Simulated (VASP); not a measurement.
A run of VASP 6.6.1:

INCAR

```
ALGO = Normal
EDIFF = 1E-6
ENCUT = 520
GGA = PE
ISIF = 2
ISMEAR = 0
LASPH = True
LCHARG = False
LREAL = False
LWAVE = False
NBANDS = 20
NELM = 80
PREC = Accurate
SIGMA = 0.02
```

Contents of KPOINTS:

```
k-points
0
Gamma
  12 12 4
```

POSCAR

```
SnSe2
1.0
    3.7942388669      0.0000000000      0.0000000000
   -1.8971194334      3.3697314112      0.0000000000
    0.0000000000      0.0000000000      7.0059565311
Sn Se
1 2
Direct
    0.0000000000      0.0000000000      0.0000000000
    0.6666666667      0.3333333333      0.7712614522
    0.3333333333      0.6666666667      0.2287385478
```

Potentials or basis: VASP PAW PBE potentials, release 64 (Sn_d, Se).

Command:

```sh
$ cat potpaw_PBE.64/Sn_d/POTCAR potpaw_PBE.64/Se/POTCAR > POTCAR
$ mpirun -np 1 vasp_std > vasp.out
```

Hardware: 1 thread of Oxide Virtual Turin-like Processor, with other jobs on the host.

Problem. How long does it take, and how much memory?

Solution. Wall time 3.8 min on 1 thread of Oxide Virtual Turin-like Processor, with other jobs on the host, peak memory 0.38 GiB. Counts: scf iterations 12, k points 164.
